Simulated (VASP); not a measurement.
# Cs (Im-3m) in VASP: a series of runs, part 2 of 2

VASP 6.6.1.

## Step 3: Density of states, PBE

This run uses another cell than the first one, of 116.55 Å³/atom, 1.190 times its volume.

Input file POSCAR:

```
Cs
1.0
   -3.0771560441      3.0771560441      3.0771560441
    3.0771560441     -3.0771560441      3.0771560441
    3.0771560441      3.0771560441     -3.0771560441
Cs
1
Direct
    0.0000000000      0.0000000000      0.0000000000
```

Input file INCAR.step1:

```
SYSTEM = Cs
ALGO = Normal ; EDIFF = 1E-6
ENCUT = 520 ; GGA = PE
ISIF = 2 ; ISMEAR = -1
LASPH = .True. ; LCHARG = .True.
LREAL = .False. ; LWAVE = .False.
NBANDS = 10 ; NELM = 60
PREC = Accurate ; SIGMA = 0.05
```

Input file KPOINTS.step1:

```
k-points
0
Gamma
  9 9 9
  0 0 0
```

Input file INCAR.step2:

```
SYSTEM = Cs
ALGO = Normal ; EDIFF = 1E-6
ENCUT = 520 ; GGA = PE
ICHARG = 11 ; ISIF = 2
ISMEAR = -5 ; LASPH = .True.
LCHARG = .False. ; LORBIT = 10
LREAL = .False. ; LWAVE = .False.
NEDOS = 2001 ; NELM = 60
PREC = Accurate ; SIGMA = 0.05
```

Input file KPOINTS.step2:

```
k-points
0
Gamma
  14 14 14
  0 0 0
```

Potentials or basis: VASP PAW PBE potentials, release 64 (Cs_sv).

Command:

```console
$ cat potpaw_PBE.64/Cs_sv/POTCAR > POTCAR
$ cp INCAR.step1 INCAR
$ cp KPOINTS.step1 KPOINTS
$ mpirun -np 1 vasp_std > vasp.out
$ cp INCAR.step2 INCAR
$ cp KPOINTS.step2 KPOINTS
$ mpirun -np 1 vasp_std > vasp.out
```

OUTCAR:

```text
SYSTEM = Cs
   EDIFF = 1E-6
   ENCUT = 520
   GGA = PE
   ICHARG = 11
   ISIF = 2
   ISMEAR = -5
   LASPH = .True.
   LORBIT = 10
   LREAL = .False.
   NELM = 60
   PREC = Accurate

 ion  position               nearest neighbor table
   1  0.000  0.000  0.000-

  LATTYP: Found a body centered cubic cell.
 ALAT       =     6.1543120882

  Lattice vectors:

 A1 = (  -3.0771560441,   3.0771560441,   3.0771560441)
 A2 = (   3.0771560441,  -3.0771560441,   3.0771560441)
 A3 = (   3.0771560441,   3.0771560441,  -3.0771560441)

Analysis of symmetry for initial positions (statically):
=====================================================================
 Subroutine PRICEL returns:
 Original cell was already a primitive cell.

 Routine SETGRP: Setting up the symmetry group for a
 body centered cubic supercell.

 Subroutine GETGRP returns: Found 48 space group operations
 (whereof 48 operations were pure point group operations)
 out of a pool of 48 trial point group operations.

The static configuration has the point symmetry O_h .

Analysis of symmetry for dynamics (positions and initial velocities):
=====================================================================
 Subroutine PRICEL returns:
 Original cell was already a primitive cell.

 Routine SETGRP: Setting up the symmetry group for a
 body centered cubic supercell.

 Subroutine GETGRP returns: Found 48 space group operations
 (whereof 48 operations were pure point group operations)
 out of a pool of 48 trial point group operations.

The dynamic configuration has the point symmetry O_h .

 Subroutine INISYM returns: Found 48 space group operations
 (whereof 48 operations are pure point group operations),
 and found     1 'primitive' translations

----------------------------------------------------------------------------------------

                                     Primitive cell

  volume of cell :     116.5490

  direct lattice vectors                    reciprocal lattice vectors
    -3.077156044  3.077156044  3.077156044     0.000000000  0.162487697  0.162487697
     3.077156044 -3.077156044  3.077156044     0.162487697  0.000000000  0.162487697
     3.077156044  3.077156044 -3.077156044     0.162487697  0.162487697  0.000000000

  length of vectors
     5.329790611  5.329790611  5.329790611     0.229792305  0.229792305  0.229792305

  position of ions in fractional coordinates (direct lattice)
     0.000000000  0.000000000  0.000000000

  ion indices of the primitive-cell ions
   primitive index   ion index
                 1           1

----------------------------------------------------------------------------------------

 KPOINTS: k-points

Automatic generation of k-mesh.
 Grid dimensions read from file:
 generate k-points for:   14   14   14

 Generating k-lattice:

  Cartesian coordinates                     Fractional coordinates (reciprocal lattice)
     0.000000000  0.011606264  0.011606264     0.071428571  0.000000000  0.000000000
     0.011606264  0.000000000  0.011606264     0.000000000  0.071428571  0.000000000
     0.011606264  0.011606264  0.000000000     0.000000000  0.000000000  0.071428571

  Length of vectors
     0.016413736  0.016413736  0.016413736

  Shift w.r.t. Gamma in fractional coordinates (k-lattice)
     0.000000000  0.000000000  0.000000000

 TETIRR: Found   3105 inequivalent tetrahedra from    16464

 Subroutine IBZKPT returns following result:
 ===========================================

 Found    104 irreducible k-points:

 Following reciprocal coordinates:
            Coordinates               Weight
  0.000000  0.000000  0.000000      1.000000
  0.071429  0.000000  0.000000     12.000000
  0.142857  0.000000  0.000000     12.000000
  0.214286  0.000000  0.000000     12.000000
  0.285714  0.000000  0.000000     12.000000
  0.357143  0.000000  0.000000     12.000000
[... 16 lines left out ...]
  0.285714  0.285714  0.000000     24.000000
  0.357143  0.285714  0.000000     24.000000
 [... further k-points ...]
   k-points           NKPTS =    104   k-points in BZ     NKDIM =    104   number of bands    NBANDS=      8
   number of dos      NEDOS =   2001   number of ions     NIONS =      1
   total plane-waves  NPLWV =  64000
   dimension x,y,z NGX =    40 NGY =   40 NGZ =   40
   dimension x,y,z NGXF=    80 NGYF=   80 NGZF=   80
   ions per type =               1
   NGX,Y,Z   is equivalent  to a cutoff of  12.48, 12.48, 12.48 a.u.
   NGXF,Y,Z  is equivalent  to a cutoff of  24.95, 24.95, 24.95 a.u.
 SYSTEM =  Cs
   PREC   = accura    normal or accurate (medium, high low for compatibility)
   ISTART =      0    job   : 0-new  1-cont  2-samecut
   ICHARG =     11    charge: 1-file 2-atom 10-const
   ISPIN  =      1    spin polarized calculation?
   LNONCOLLINEAR =      F non collinear calculations
   LSORBIT =      F    spin-orbit coupling
   LASPH  =      T    aspherical Exc in radial PAW
   ENCUT  =  520.0 eV  38.22 Ry    6.18 a.u.   9.91  9.91  9.91*2*pi/ulx,y,z
   NELM   =     60;   NELMIN=  2; NELMDL=  0     # of ELM steps
   EDIFF  = 0.1E-05   stopping-criterion for ELM
   LREAL  =      F    real-space projection
[... 7 lines left out ...]
   TEBEG  =    0.0;   TEEND  =   0.0 temperature during run
   PSTRESS=    0.0 pullay stress
   NELECT =       9.0000    total number of electrons
   NUPDOWN=      -1.0000    fix difference up-down
   EMIN   =  10.00;   EMAX   =-10.00  energy-range for DOS
   EFERMI =   0.00;   METHOD = LEGACY
   ISMEAR =    -5;   SIGMA  =   0.05  broadening in eV -4-tet -1-fermi 0-gaus
   EFERMI_NEDOS =   21; number of points for ismear=-14 and -15
   IALGO  =     38    algorithm
   IMIX   =      4    mixing-type and parameters
     AMIX     =   0.40;   BMIX     =  1.00
     AMIX_MAG =   1.60;   BMIX_MAG =  1.00
  volume/ion in A,a.u.               =     116.55       786.51
  Fermi-wavevector in a.u.,A,eV,Ry     =   0.697139  1.317402  6.612473  0.486003
  Thomas-Fermi vector in A             =   1.780384
   LORBIT       =     10    0 simple, 1 ext, 2 COOP (PROOUT), +10 PAW based schemes
   GGA     = PE    functional components
   LHFCALC =     F    Hartree Fock is set to
   AEXX    =    0.0000 exact exchange contribution
   IVDW    =     0    specifies the selected vdW correction
   LEPSILON=     F    determine dielectric tensor
   LRPA    =     F    only Hartree local field effects (RPA)
 non-spin polarized calculation
 Fermi weights with tetrahedron method with Bloechl corrections
  energy-cutoff  :      520.00
  volume of cell :      116.55
 maximum number of plane-waves:      3184

 number of electron       9.0000002 magnetization

 Free energy of the ion-electron system (eV)
  ---------------------------------------------------
  ext. energy  EPLUGINS =         0.00000000
  ---------------------------------------------------
  free energy    TOTEN  =        -0.85023667 eV

  energy without entropy =       -0.85023667  energy(sigma->0) =       -0.85023667

 E-fermi :   0.4336     XC(G=0):  -5.3739

 val. band max:        0.4128244481   @ k =  -0.2857   0.4286   0.1429
 cond. band min:       0.4324869164   @ k =  -0.3571   0.4286   0.1429
 fundamental gap:      0.0196624683
 Fermi energy:         0.4336391101

 k-point     1 :       0.0000    0.0000    0.0000
  band No.  band energies     occupation
      1     -23.4456      2.00000
      2     -10.1906      2.00000
      3     -10.1906      2.00000
      4     -10.1906      2.00000
      5      -1.2441      2.00000
      6       2.9053      0.00000
      7       2.9053      0.00000
      8       2.9054      0.00000

 k-point     2 :       0.0714    0.0000    0.0000
  band No.  band energies     occupation
      1     -23.4453      2.00000
      2     -10.1973      2.00000
      3     -10.1928      2.00000
      4     -10.1906      2.00000
      5      -1.1882      2.00000
      6       2.8425      0.00000
      7       2.8560      0.00000
      8       2.9610      0.00000
[... 221 lines left out ...]
 k-point    23 :       0.2857    0.2857    0.0000
  band No.  band energies     occupation
      1     -23.4388      2.00000
      2     -10.2956      2.00000
      3     -10.2606      2.00000
      4     -10.2060      2.00000
      5       0.8190     -0.05298
      6       1.4155      0.00000
      7       1.6410      0.00000
      8       3.7260      0.00000

 k-point    24 :       0.3571    0.2857    0.0000
  band No.  band energies     occupation
      1     -23.4386      2.00000
      2     -10.2905      2.00000
      3     -10.2704      2.00000
      4     -10.2068      2.00000
      5       1.1022      0.00000
      6       1.2848      0.00000
      7       1.5042      0.00000
      8       3.6278      0.00000

 [... further k-points ...]
[... 5 lines left out ...]
  --------------------------------------------------------------------------------------
  -------------------------------------------------------------------------------------
  Total       -0.0009609     -0.0009609     -0.0009609      0.0000000      0.0000000     -0.0000000
  in kB       -0.0132096     -0.0132096     -0.0132096      0.0000000      0.0000000     -0.0000000
  external PRESSURE =      -0.0132096 kB  Pullay stress =       0.0000000 kB

 VOLUME and BASIS-vectors are now :
 -----------------------------------------------------------------------------
  energy-cutoff  :      520.00
  volume of cell :      116.55
      direct lattice vectors                 reciprocal lattice vectors
    -3.077156044  3.077156044  3.077156044     0.000000000  0.162487697  0.162487697
     3.077156044 -3.077156044  3.077156044     0.162487697  0.000000000  0.162487697
     3.077156044  3.077156044 -3.077156044     0.162487697  0.162487697  0.000000000

 POSITION                                       TOTAL-FORCE (eV/Angst)
 -----------------------------------------------------------------------------------
      0.00000      0.00000      0.00000         0.000000      0.000000      0.000000
 -----------------------------------------------------------------------------------
    total drift:                                0.000000      0.000000     -0.000000

  FREE ENERGIE OF THE ION-ELECTRON SYSTEM (eV)
  ---------------------------------------------------
  free  energy   TOTEN  =        -0.8502366699 eV

  energy  without entropy=       -0.8502366699  energy(sigma->0) =       -0.85023667

 total charge

# of ion       s       p       d       tot
------------------------------------------
    1        1.854   4.681   0.009   6.544
```

It took 56 s on 1 thread of Intel Xeon Platinum 8488C (Sapphire Rapids), shared host; peak memory 0.28 GiB.

Results:

- Valence electrons inside the program's atomic spheres: Cs 6.54

Levels at points of the mesh, in eV from the Fermi level:
```csv
k point,band 1,band 2,band 3,band 4,band 5,band 6,band 7,band 8
"(0.00, 0.00, 0.00)",-23.88,-10.62,-10.62,-10.62,-1.68,2.47,2.47,2.47
"(0.50, 0.00, 0.00)",-23.87,-10.76,-10.67,-10.62,0.03,0.85,1.63,3.15
"(0.50, 0.50, 0.50)",-23.87,-10.72,-10.72,-10.72,0.65,0.65,2.97,2.97
```

Caveat: spin-orbit coupling is left out, which moves the levels of the heavy elements; tetrahedron occupations give inexact forces and stress in metals.
